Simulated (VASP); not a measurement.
# TePb (Fm-3m) in VASP: dielectric tensor with PBE+D3(BJ)

Aim: the dielectric tensor of TePb with PBE+D3(BJ).

All numbers are computed with VASP 6.6.1; they aren't measurements. Logs are shortened: lines on timing, memory, paths and dates and some standing lists are left out, and cuts for length are marked.

## (1) The cell of the first run

It takes space group Fm-3m (No. 225, cubic). Conventional cell: a = 6.462 Å, b = 6.462 Å, c = 6.462 Å, α = 90.00°, β = 90.00°, γ = 90.00°. Within 4.3 Å of Te (site symmetry m-3m) lie 6 Pb at 3.23 Å. Within 4.3 Å of Pb (site symmetry m-3m) lie 6 Te at 3.23 Å.

## (2) Dielectric tensor, PBE+D3(BJ)

File INCAR:

```
SYSTEM = TePb
PREC = Accurate ; ENCUT = 520
EDIFF = 1E-8 ; ISMEAR = 0
SIGMA = 0.01 ; LREAL = .FALSE.
LASPH = .TRUE. ; NELM = 80
ALGO = Normal ; ISIF = 2
LWAVE = .FALSE. ; LCHARG = .FALSE.
GGA = PE ; IVDW = 12
LEPSILON = .TRUE.
```

File KPOINTS:

```
Automatic mesh
0
G
  6 6 6
  0 0 0
```

File POSCAR:

```
TePb
1.0
    0.0000000000      3.2310000000      3.2310000000
    3.2310000000      0.0000000000      3.2310000000
    3.2310000000      3.2310000000      0.0000000000
Te Pb
1 1
Direct
    0.5000000000      0.5000000000      0.5000000000
    0.0000000000      0.0000000000      0.0000000000
```

Potentials or basis: VASP PAW PBE potentials, release 64 (Te, Pb_d).

Launch:

```
$ cat potpaw_PBE.64/Te/POTCAR potpaw_PBE.64/Pb_d/POTCAR > POTCAR
$ mpirun -np 1 vasp_std > vasp.out
```

OUTCAR:

```text
SYSTEM = TePb
   PREC = Accurate
   ENCUT = 520
   EDIFF = 1E-8
   ISMEAR = 0
   LREAL = .FALSE.
   LASPH = .TRUE.
   NELM = 80
   ISIF = 2
   GGA = PE
   IVDW = 12
   LEPSILON = .TRUE.
 IVDW          = 12

 ion  position               nearest neighbor table
   1  0.500  0.500  0.500-   2 3.23   2 3.23   2 3.23   2 3.23   2 3.23   2 3.23
   2  0.000  0.000  0.000-   1 3.23   1 3.23   1 3.23   1 3.23   1 3.23   1 3.23

  LATTYP: Found a face centered cubic cell.
 ALAT       =     6.4620000000

  Lattice vectors:

 A1 = (   0.0000000000,   3.2310000000,   3.2310000000)
 A2 = (   3.2310000000,   0.0000000000,   3.2310000000)
 A3 = (   3.2310000000,   3.2310000000,   0.0000000000)

Analysis of symmetry for initial positions (statically):
=====================================================================
 Subroutine PRICEL returns:
 Original cell was already a primitive cell.

 Routine SETGRP: Setting up the symmetry group for a
 face centered cubic supercell.

 Subroutine GETGRP returns: Found 48 space group operations
 (whereof 48 operations were pure point group operations)
 out of a pool of 48 trial point group operations.

The static configuration has the point symmetry O_h .

Analysis of symmetry for dynamics (positions and initial velocities):
=====================================================================
 Subroutine PRICEL returns:
 Original cell was already a primitive cell.

 Routine SETGRP: Setting up the symmetry group for a
 face centered cubic supercell.

 Subroutine GETGRP returns: Found 48 space group operations
 (whereof 48 operations were pure point group operations)
 out of a pool of 48 trial point group operations.

The dynamic configuration has the point symmetry O_h .

 Subroutine INISYM returns: Found 48 space group operations
 (whereof 48 operations are pure point group operations),
 and found     1 'primitive' translations

----------------------------------------------------------------------------------------

                                     Primitive cell

  volume of cell :      67.4592

  direct lattice vectors                    reciprocal lattice vectors
[... 413 lines left out ...]
     0.000000000  3.231000000  3.231000000    -0.154750851  0.154750851  0.154750851
     3.231000000  0.000000000  3.231000000     0.154750851 -0.154750851  0.154750851
     3.231000000  3.231000000  0.000000000     0.154750851  0.154750851 -0.154750851

 POSITION                                       TOTAL-FORCE (eV/Angst)
 -----------------------------------------------------------------------------------
      3.23100      3.23100      3.23100         0.000000      0.000000     -0.000000
      0.00000      0.00000      0.00000         0.000000      0.000000      0.000000
 -----------------------------------------------------------------------------------
    total drift:                               -0.000000      0.000000      0.000000

  FREE ENERGIE OF THE ION-ELECTRON SYSTEM (eV)
  ---------------------------------------------------
  free  energy   TOTEN  =        -8.3067558801 eV

  energy  without entropy=       -8.3067558801  energy(sigma->0) =       -8.30675588

 HEAD OF MICROSCOPIC STATIC DIELECTRIC TENSOR (INDEPENDENT PARTICLE, excluding Hartree and local field effects)
 ------------------------------------------------------
          30.638680     0.000000    -0.000000
           0.000000    30.638680    -0.000000
           0.000000    -0.000000    30.638680
 ------------------------------------------------------

 Free energy of the ion-electron system (eV)
  ---------------------------------------------------
  ---------------------------------------------------
  free energy    TOTEN  =        -5.78669594 eV

  energy without entropy =       -5.78669594

------------------------ aborting loop because EDIFF is reached ----------------------------------------

 Edisp (eV)   -0.80467

 E8    (eV) :    -0.3899
[... 7 lines left out ...]
 E8    (eV) :    -0.3899

--------------------------------------- Ionic step        3  -------------------------------------------

 Free energy of the ion-electron system (eV)
  ---------------------------------------------------
  ---------------------------------------------------
  free energy    TOTEN  =        -5.78669374 eV

  energy without entropy =       -5.78669374

------------------------ aborting loop because EDIFF is reached ----------------------------------------

 Edisp (eV)   -0.80467

 E8    (eV) :    -0.3899

 PIEZOELECTRIC TENSOR FIELD DIRECTION 3  (e Angst)
 -----------------------------------------------------------------------------
     0.00870  0.00000  0.00000           (  0.00002  0.00000  0.00000)
     0.00000  0.00870  0.00000           (  0.00000  0.00002  0.00000)
     0.00000 -0.00000 -0.01070           (  0.00000  0.00000 -0.00001)

 PIEZOELECTRIC TENSOR FIELD DIRECTION 3  (C/m^2)
 -----------------------------------------------------------------------------
     0.00207  0.00000  0.00000
     0.00000  0.00207  0.00000
     0.00000 -0.00000 -0.00254

 MACROSCOPIC STATIC DIELECTRIC TENSOR (including local field effects in DFT)
 ------------------------------------------------------
          29.995064     0.000000    -0.000000
          -0.000000    29.995064    -0.000000
          -0.000000    -0.000000    29.995064
 ------------------------------------------------------

 PIEZOELECTRIC TENSOR (including local field effects)  for field in x, y, z        (e  Angst)
          XX          YY          ZZ          XY          YZ          ZX
  --------------------------------------------------------------------------------
  x     0.00000     0.00000     0.00000     0.00000     0.00000     0.00000
  y     0.00000     0.00000     0.00000     0.00000     0.00000     0.00000
  z     0.00000     0.00000     0.00000     0.00000     0.00000     0.00000

 PIEZOELECTRIC TENSOR (including local field effects)  for field in x, y, z        (C/m^2)
          XX          YY          ZZ          XY          YZ          ZX
  --------------------------------------------------------------------------------
  x     0.00000     0.00000     0.00000     0.00000     0.00000     0.00000
  y     0.00000     0.00000     0.00000     0.00000     0.00000     0.00000
  z     0.00000     0.00000     0.00000     0.00000     0.00000     0.00000

 BORN EFFECTIVE CHARGES (including local field effects) (in |e|, cummulative output)
 ---------------------------------------------------------------------------------
 ion    1
    1    -5.59112     0.00000     0.00000
    2     0.00000    -5.59112     0.00000
    3     0.00000     0.00000    -5.59112
 ion    2
    1     5.59112     0.00000     0.00000
    2     0.00000     5.59112     0.00000
    3     0.00000     0.00000     5.59112
```

OSZICAR:

```text
N       E                     dE             d eps       ncg     rms          rms(c)
[... 13 lines left out ...]
RMM:   8    -0.578657221751E+01   -0.14472E-02   -0.32368E-05  1436   0.414E-02    0.550E-03
RMM:   9    -0.578668905519E+01   -0.11684E-03   -0.57170E-07  1443   0.194E-02    0.142E-03
RMM:  10    -0.578671442949E+01   -0.25374E-04    0.18205E-05  1448   0.700E-03    0.636E-04
RMM:  11    -0.578668451567E+01    0.29914E-04   -0.51967E-06  1507   0.285E-03    0.356E-04
RMM:  12    -0.578669717949E+01   -0.12664E-04    0.36144E-06  1449   0.122E-03    0.452E-05
RMM:  13    -0.578669362119E+01    0.35583E-05   -0.19439E-06  1193   0.468E-04    0.323E-05
RMM:  14    -0.578669346594E+01    0.15525E-06   -0.47074E-07   718   0.191E-04    0.339E-05
RMM:  15    -0.578669374106E+01   -0.27512E-06   -0.20408E-07   478   0.105E-04    0.715E-06
```

stdout:

```text
POSCAR found type information on POSCAR TePb
 POSCAR found :  2 types and       2 ions
 scaLAPACK will be used
 LDA part: xc-table for (Slater+PW92), standard interpolation
 POSCAR, INCAR and KPOINTS ok, starting setup
 FFT: planning ... GRIDC
 FFT: planning ... GRID_SOFT
 FFT: planning ... GRID
 WAVECAR not read
 entering main loop
 Linear response reoptimize wavefunctions to high precision
 Linear response G [H, r] |phi>, progress :
  Direction:   1
 Linear response G [H, r] |phi>, progress :
  Direction:   2
 Linear response G [H, r] |phi>, progress :
  Direction:   3
 Linear response to external field (no local field effect), progress :
  Direction:   1
 dielectric tensor                  component  1 :    26.727    12.264     3.143
 Linear response to external field (no local field effect), progress :
  Direction:   2
 dielectric tensor                  component  2 :    12.264    47.779    -7.159
 Linear response to external field (no local field effect), progress :
  Direction:   3
 dielectric tensor                  component  3 :     3.143    -7.159    17.409
 Linear response to external field, progress :
  Direction:   1
 dielectric tensor                  component  1 :    29.995     8.096     3.649
 Linear response to external field, progress :
  Direction:   2
 dielectric tensor                  component  2 :     7.240    29.995    -2.131
 Linear response to external field, progress :
  Direction:   3
 dielectric tensor                  component  3 :     1.008    -0.071    29.995
 Born effective charges drift removed
```

It took 3.1 min on 1 thread of Intel Xeon Platinum 8488C (Sapphire Rapids), shared host; peak memory 0.28 GiB.

What came out:

```
Band gap on the k mesh                  : 0.73 eV
Electronic dielectric tensor (diagonal) : 30.00
Born charges (mean of the diagonal)     : Te -5.59; Pb +5.59 e
Dispersion energy per atom              : -0.402 eV
```

Electronic dielectric tensor:
```
30.00  0.00  0.00
 0.00 30.00  0.00
 0.00  0.00 30.00
```

Born effective charge tensors (e):
atom 1, Te
```
-5.59  0.00  0.00
 0.00 -5.59  0.00
 0.00  0.00 -5.59
```
atom 2, Pb
```
5.59 0.00 0.00
0.00 5.59 0.00
0.00 0.00 5.59
```

Caveat: three body term missing; spin-orbit coupling is left out, which moves the levels of the heavy elements. A k mesh can miss the band edges.
